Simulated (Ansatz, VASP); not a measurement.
**PtSe2: VASP and Ansatz over several settings**

```xyz
3
Lattice="3.7730 0.0000 0.0000 -1.8865 3.2675 0.0000 0.0000 0.0000 5.1286" Properties=species:S:1:pos:R:3 pbc="T T T"
Pt    0.0000    0.0000    0.0000
Se    1.8865    1.0892    3.8465
Se    0.0000    2.1783    1.2822
```

Single points on this cell with VASP 6.6.1 and Ansatz 0.2.0. Each row is one pair of runs. Alike in all rows: k mesh: 8 × 8 × 5; smearing: fermi-dirac, width 0.05 eV; VASP's potentials, cutoff: VASP PAW PBE potentials, release 64 (Pt, Se), 520 eV.

| level | spin | Ansatz's potentials, cutoff | gap on the k mesh at the Fermi level (eV), VASP | gap on the k mesh at the Fermi level (eV), Ansatz | pressure (GPa), VASP | pressure (GPa), Ansatz | rms of the force components (eV/Å), VASP | rms of the force components (eV/Å), Ansatz |
| --- | --- | --- | --- | --- | --- | --- | --- | --- |
| PBE | non-collinear, zero start, SOC | Ansatz PAW, 420 eV | - | - | 2.2 | 2.2 | 0.073 | 0.063 |
| BLYP+D3(BJ) | off | Ansatz PAW, 420 eV | none | none | 1.4 | 0.8 | 0.326 | 0.296 |
| r2SCAN | off | Ansatz PAW, 500 eV | none | none | -0.3 | -0.3 | 0.036 | 0.042 |
| revPBE+D3(BJ) | off | Ansatz PAW, 420 eV | none | none | -3.1 | -3.1 | 0.101 | 0.100 |

Pressure (GPa): the two programs differ by at most 0.58; rms of the force components (eV/Å): the two programs differ by at most 0.0299.

VASP's potentials hold 22 valence electrons a cell and Ansatz's 50, so a difference there can come from the potentials and not from the codes.

A gap of «none» marks a metal or a gap that the smearing closes.
